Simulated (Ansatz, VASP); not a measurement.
**One calculation of MgO, two programs**

File INCAR:

```
SYSTEM = MgO
  ALGO = Normal
  EDIFF = 1E-6
  ENCUT = 520
  GGA = PE
  ISIF = 2
  ISMEAR = 0
  LASPH = .True.
  LCHARG = .False.
  LREAL = .False.
  LWAVE = .False.
  NBANDS = 16
  NELM = 60
  PREC = Accurate
  SIGMA = 0.1
```

The input KPOINTS:

```
k-points
0
Gamma
  6 6 4
  0 0 0
```

Contents of POSCAR:

```
MgO
1.0
    3.3077869800      0.0000000000      0.0000000000
   -1.6538934900      2.8646275500      0.0000000000
    0.0000000000      0.0000000000      4.9828815500
Mg O
2 2
Direct
    0.3333333300      0.6666666700      0.0021597400
    0.6666666700      0.3333333300      0.5021597400
    0.3333333300      0.6666666700      0.4024402500
    0.6666666700      0.3333333300      0.9024402500
```

Input for Ansatz:

```yaml
crystal:
  lattice:
    - [3.30778698, 0.0, 0.0]
    - [-1.65389349, 2.86462755, 0.0]
    - [0.0, 0.0, 4.98288155]
  atoms:
    - { symbol: Mg, position: [0.33333333, 0.66666667, 0.00215974] }
    - { symbol: Mg, position: [0.66666667, 0.33333333, 0.50215974] }
    - { symbol: O, position: [0.33333333, 0.66666667, 0.40244025] }
    - { symbol: O, position: [0.66666667, 0.33333333, 0.90244025] }
basis:
  ecutwfc: 420
kpoints:
  mp_grid: { grid: [6, 6, 4] }
hamiltonian:
  xc: pbe
scf:
  occupations: { method: gaussian, width: 0.1 }
  lower_state_search: "off"
output:
  forces: true
  stress: true
  eigenvalues: true
```

Alike in both runs: task single point; functional PBE; k mesh 6 × 6 × 4; occupations gaussian, width 0.1 eV; no spin polarisation.

|  | VASP | Ansatz |
| --- | --- | --- |
| version | VASP 6.6.1 | Ansatz 0.2.0 |
| potentials or method | VASP PAW PBE potentials, release 64 (Mg, O), cutoff 520 eV | scalar-relativistic, plane waves, PAW |
| valence electrons in the cell | 16 | 32 |

VASP gave:

* gap on the k mesh at the Fermi level (eV): 3.46
* least direct gap on the mesh (eV): 3.46
* pressure (GPa): 2.9
* traceless stress, the component that is largest in VASP (GPa): 0.15
* rms of the force components (eV/Å): 0.005

Q: Estimate Ansatz's values.

A: gap on the k mesh at the Fermi level (eV): 3.48; least direct gap on the mesh (eV): 3.48; pressure (GPa): 3.3; traceless stress, the component that is largest in VASP (GPa): 0.12; rms of the force components (eV/Å): 0.004.

Atom by atom the forces differ by 0.000 eV/Å (rms over components). The functional is the same, so the differences come from potentials, cutoffs and numerics. VASP's potentials hold 16 valence electrons a cell and Ansatz's 32, so a difference there can come from the potentials and not from the codes.
